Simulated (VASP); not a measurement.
Set up this calculation in VASP 6.6.1, as the native input.

- Task: single point
- Functional: r2SCAN
- Potentials or basis: VASP PAW PBE potentials, release 64 (Cd, Se)
- Cutoff: 520 eV
- k mesh: 8 × 8 × 8
- Occupations: gaussian, width 0.01 eV
- Spin: no spin polarisation
- Dipole correction: no
- Further INCAR settings: ALGO = Normal; EDIFF = 1e-07; NBANDS = 16

Crystal: CdSe.

```
Cd Se
1.0
     0.00000    3.19049    2.87728
     3.19049    0.00000    2.87728
     3.19049    3.19049    0.00000
Cd Se
1 1
Direct
  0.00000 0.00000 0.00000
  0.25000 0.25000 0.25000
```

This cell differs from its parent crystal: epitaxial xy strain +4.0%.

The input as run:

POSCAR

```
CdSe
1.0
    0.0000000000      3.1904922036      2.8772840228
    3.1904922036      0.0000000000      2.8772840228
    3.1904922036      3.1904922036      0.0000000000
Cd Se
1 1
Direct
    0.0000000000      0.0000000000      0.0000000000
    0.2500000000      0.2500000000      0.2500000000
```

INCAR.step1

```
PREC     = Accurate       # precision mode
ENCUT    = 520            # plane-wave cutoff, eV
ISMEAR   = 0              # smearing method
SIGMA    = 0.01           # smearing width, eV
LREAL    = F              # projectors in reciprocal space
LASPH    = T              # aspherical terms in the spheres
NELM     = 60             # most SCF steps
NBANDS   = 16             # bands
GGA      = PE             # functional
ALGO     = Normal         # electronic algorithm
EDIFF    = 1E-4           # SCF threshold, eV
LWAVE    = T              # write WAVECAR
LCHARG   = F              # write CHGCAR
```

INCAR.step2

```
PREC     = Accurate       # precision mode
ENCUT    = 520            # plane-wave cutoff, eV
EDIFF    = 1E-7           # SCF threshold, eV
ISMEAR   = 0              # smearing method
SIGMA    = 0.01           # smearing width, eV
LREAL    = F              # projectors in reciprocal space
LASPH    = T              # aspherical terms in the spheres
NELM     = 60             # most SCF steps
ALGO     = Normal         # electronic algorithm
ISIF     = 2              # what is computed and relaxed
LWAVE    = F              # write WAVECAR
LCHARG   = F              # write CHGCAR
METAGGA  = R2SCAN         # meta-GGA
LMIXTAU  = T            
NBANDS   = 16             # bands
ISTART   = 1
```

KPOINTS

```
regular mesh
0
Gamma
  8 8 8
```

Potentials or basis: VASP PAW PBE potentials, release 64 (Cd, Se).

The run is started by

```console
$ cat potpaw_PBE.64/Cd/POTCAR potpaw_PBE.64/Se/POTCAR > POTCAR
$ cp INCAR.step1 INCAR
$ mpirun -np 1 vasp_std > vasp.out
$ cp INCAR.step2 INCAR
$ mpirun -np 1 vasp_std > vasp.out
```

It gave:

| Property | Result |
| --- | --- |
| Pressure | -0.8 GPa |
| Band gap on the k mesh | 0.80 eV, direct |

Caveat: the cell differs from its parent crystal (epitaxial xy strain +4.0%); the PAW data sets were made with another functional, which shifts forces and pressure a little.

It took 3.1 min on 1 thread of Intel(R) Xeon(R) Platinum 8488C (Sapphire Rapids), with other jobs on the host, peak memory 0.23 GiB.
